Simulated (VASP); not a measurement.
Wanted: the native input for a VASP 6.6.1 run.

| Quantity | Value |
| --- | --- |
| Task | single point |
| Functional | r2SCAN |
| Potentials or basis | VASP PAW PBE potentials, release 64 (Si, O) |
| Cutoff | 520 eV |
| k mesh | 6 × 6 × 6 |
| Occupations | gaussian, width 0.02 eV |
| Spin | no spin polarisation |
| Dipole correction | no |
| Further INCAR settings | ALGO = Normal; EDIFF = 1e-06; NBANDS = 25 |

The system is SiO2.

```
Si O
1.0
     0.00000    3.73037    3.73037
     3.73037    0.00000    3.73037
     3.73037    3.73037    0.00000
Si O
2 4
Direct
  0.50000 0.50000 0.50000
  0.75000 0.75000 0.75000
  0.62500 0.62500 0.62500
  0.12500 0.62500 0.62500
  0.62500 0.62500 0.12500
  0.62500 0.12500 0.62500
```

The input as run:

POSCAR

```
SiO2
1.0
    0.0000000000      3.7303723276      3.7303723276
    3.7303723276      0.0000000000      3.7303723276
    3.7303723276      3.7303723276      0.0000000000
Si O
2 4
Direct
    0.5000000000      0.5000000000      0.5000000000
    0.7500000000      0.7500000000      0.7500000000
    0.6250000000      0.6250000000      0.6250000000
    0.1250000000      0.6250000000      0.6250000000
    0.6250000000      0.6250000000      0.1250000000
    0.6250000000      0.1250000000      0.6250000000
```

INCAR.step1

```
SYSTEM = SiO2
PREC     = Accurate       ! precision mode
ENCUT    = 520            ! plane-wave cutoff, eV
ISMEAR   = 0              ! smearing method
SIGMA    = 0.02           ! smearing width, eV
LREAL    = .False.        ! projectors in reciprocal space
LASPH    = .True.         ! aspherical terms in the spheres
NELM     = 80             ! most SCF steps
NBANDS   = 25             ! bands
GGA      = PE             ! functional
ALGO     = Normal         ! electronic algorithm
EDIFF    = 1E-4           ! SCF threshold, eV
LWAVE    = .True.         ! write WAVECAR
LCHARG   = .False.        ! write CHGCAR
```

INCAR.step2

```
SYSTEM = SiO2
PREC     = Accurate       ! precision mode
ENCUT    = 520            ! plane-wave cutoff, eV
EDIFF    = 1E-6           ! SCF threshold, eV
ISMEAR   = 0              ! smearing method
SIGMA    = 0.02           ! smearing width, eV
LREAL    = .False.        ! projectors in reciprocal space
LASPH    = .True.         ! aspherical terms in the spheres
NELM     = 80             ! most SCF steps
ALGO     = Normal         ! electronic algorithm
ISIF     = 2              ! what is computed and relaxed
LWAVE    = .False.        ! write WAVECAR
LCHARG   = .False.        ! write CHGCAR
METAGGA  = R2SCAN         ! meta-GGA
LMIXTAU  = .True.       
NBANDS   = 25             ! bands
ISTART   = 1
```

KPOINTS

```
Automatic mesh
0
Gamma
  6 6 6
  0 0 0
```

Potentials or basis: VASP PAW PBE potentials, release 64 (Si, O).

Run with:

```bash
$ cat potpaw_PBE.64/Si/POTCAR potpaw_PBE.64/O/POTCAR > POTCAR
$ cp INCAR.step1 INCAR
$ mpirun -np 1 vasp_std > vasp.out
$ cp INCAR.step2 INCAR
$ mpirun -np 1 vasp_std > vasp.out
```

It gave:

```
Pressure               : -3.5 GPa
Band gap on the k mesh : 5.98 eV (least direct gap 5.98 eV)
```

Caveat: the cell stands under tension; the PAW data sets were made with another functional, which shifts forces and pressure a little.

Run time: 90 s on 1 thread of Intel(R) Xeon(R) 6975P-C (Granite Rapids) (shared host), peak memory 0.25 GiB.
